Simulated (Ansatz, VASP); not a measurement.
**One calculation of SiO2, two programs**

The input INCAR:

```
ALGO     = Normal         # electronic algorithm
EDIFF    = 1E-6           # SCF threshold, eV
ENCUT    = 910            # plane-wave cutoff, eV
GGA      = CA             # functional
GGA_COMPAT= False        
ISIF     = 2              # what is computed and relaxed
ISMEAR   = 0              # smearing method
LASPH    = True           # aspherical terms in the spheres
LCHARG   = False          # write CHGCAR
LREAL    = False          # projectors in reciprocal space
LWAVE    = False          # write WAVECAR
NBANDS   = 25             # bands
NELM     = 120            # most SCF steps
PREC     = Accurate       # precision mode
SIGMA    = 0.05           # smearing width, eV
```

File KPOINTS:

```
k-points
0
Gamma
  6 6 10
```

POSCAR

```
SiO2
1.0
    4.0000112476      0.0000000000      0.0000000000
    0.0000000000      4.0000112476      0.0000000000
    0.0000000000      0.0000000000      2.9636083333
Si O
2 4
Direct
    0.5000000000      0.5000000000      0.5000000000
    0.0000000000      0.0000000000      0.0000000000
    0.6944252994      0.6944252994      0.0000000000
    0.1944252994      0.8055747006      0.5000000000
    0.3055747006      0.3055747006      0.0000000000
    0.8055747006      0.1944252994      0.5000000000
```

Input for Ansatz:

```yaml
crystal:
  lattice:
    - [4.0000112476, 0.0, 0.0]
    - [0.0, 4.0000112476, 0.0]
    - [0.0, 0.0, 2.9636083333]
  atoms:
    - { symbol: Si, position: [0.5, 0.5, 0.5] }
    - { symbol: Si, position: [0.0, 0.0, 0.0] }
    - { symbol: O, position: [0.6944252994, 0.6944252994, 0.0] }
    - { symbol: O, position: [0.1944252994, 0.8055747006, 0.5] }
    - { symbol: O, position: [0.3055747006, 0.3055747006, 0.0] }
    - { symbol: O, position: [0.8055747006, 0.1944252994, 0.5] }
basis:
  ecutwfc: 520.0
kpoints:
  mp_grid: { grid: [6, 6, 10] }
hamiltonian:
  xc: lda
  pseudopotentials: { kind: paw, azcp: { folder: soft_1 } }
scf:
  occupations: { method: gaussian, width: 0.05 }
output:
  forces: true
  stress: true
  eigenvalues: true
```

Alike in both runs: task single point; functional LDA; k mesh 6 × 6 × 10; occupations gaussian, width 0.05 eV; no spin polarisation.

|  | VASP | Ansatz |
| --- | --- | --- |
| version | VASP 6.6.1 | Ansatz 0.2.0 |
| potentials or method | VASP PAW LDA potentials, release 64 (Si, O_h), cutoff 910 eV | scalar-relativistic, plane waves, PAW |
| valence electrons in the cell | 32 | 32 |

Ansatz gave:

```
gap on the k mesh at the Fermi level (eV) : 4.69
least direct gap on the mesh (eV)         : 4.69
rms of the force components (eV/Å)        : 0.304
```

Task: Estimate VASP's values.

Result: gap on the k mesh at the Fermi level (eV): 4.70; least direct gap on the mesh (eV): 4.70; rms of the force components (eV/Å): 0.296.

Ansatz warns that its potentials were made for another functional, while VASP's fit it. LDA's correlation is that of Perdew and Zunger in VASP and of Perdew and Wang (1992) in Ansatz. Atom by atom the forces differ by 0.008 eV/Å (rms over components).

Noted on VASP's run: the cutoff is short for stress, so the pressure is rough.
